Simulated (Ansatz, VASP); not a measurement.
Ca in VASP and in Ansatz

Contents of INCAR:

```
SYSTEM = Ca
PREC = Accurate
ENCUT = 520
EDIFF = 1E-6
ISMEAR = 0
SIGMA = 0.1
LREAL = .False.
LASPH = .True.
NELM = 80
ALGO = Fast
ISIF = 2
LWAVE = .False.
LCHARG = .True.
GGA = PE
LELF = .True.
LVHAR = .True.
NBANDS = 28
```

File KPOINTS:

```
Automatic mesh
0
Gamma
  4 4 4
  0 0 0
```

The input POSCAR:

```
Ca
1.0
   -3.7227727908      3.7277646150      3.3301431152
    3.7227727908     -3.7277646150      3.3301431152
    3.7227727908      3.7277646150     -3.3301431152
Ca
4
Direct
    0.1704225300      0.6708298800      0.8412524100
    0.8295774700      0.3291701200      0.1587475900
    0.6704225300      0.8291701200      0.4995926500
    0.3295774700      0.1708298800      0.5004073500
```

Input for Ansatz:

```yaml
crystal:
  lattice:
    - [-3.7227727908, 3.727764615, 3.3301431152]
    - [3.7227727908, -3.727764615, 3.3301431152]
    - [3.7227727908, 3.727764615, -3.3301431152]
  atoms:
    - { symbol: Ca, position: [0.17042253, 0.67082988, 0.84125241] }
    - { symbol: Ca, position: [0.82957747, 0.32917012, 0.15874759] }
    - { symbol: Ca, position: [0.67042253, 0.82917012, 0.49959265] }
    - { symbol: Ca, position: [0.32957747, 0.17082988, 0.50040735] }
basis: {}
kpoints:
  mp_grid: { grid: [4, 4, 4] }
hamiltonian:
  xc: pbe
  pseudopotentials: { kind: nc }
scf:
  occupations: { method: gaussian, width: 0.1 }
  max_iter: 82
output:
  forces: true
  stress: true
  eigenvalues: true
```

Alike in both runs: task single point; functional PBE; k mesh 4 × 4 × 4; occupations gaussian, width 0.1 eV; no spin polarisation.

|  | VASP | Ansatz |
| --- | --- | --- |
| version | VASP 6.6.1 | Ansatz 0.2.0 |
| potentials or method | VASP PAW PBE potentials, release 64 (Ca_sv) | scalar-relativistic, plane waves, norm-conserving potentials |
| plane-wave cutoff (eV) | 520 | 925 |
| valence electrons in the cell | 40 | 40 |

```csv
,VASP,Ansatz,Ansatz less VASP
gap on the k mesh at the Fermi level (eV),none,none,-
pressure (GPa),-0.4,-0.4,-0.01
"traceless stress, the component that is largest in VASP (GPa)",0.09,0.09,-0.002
```

A gap of «none» marks a metal or a gap that the smearing closes.
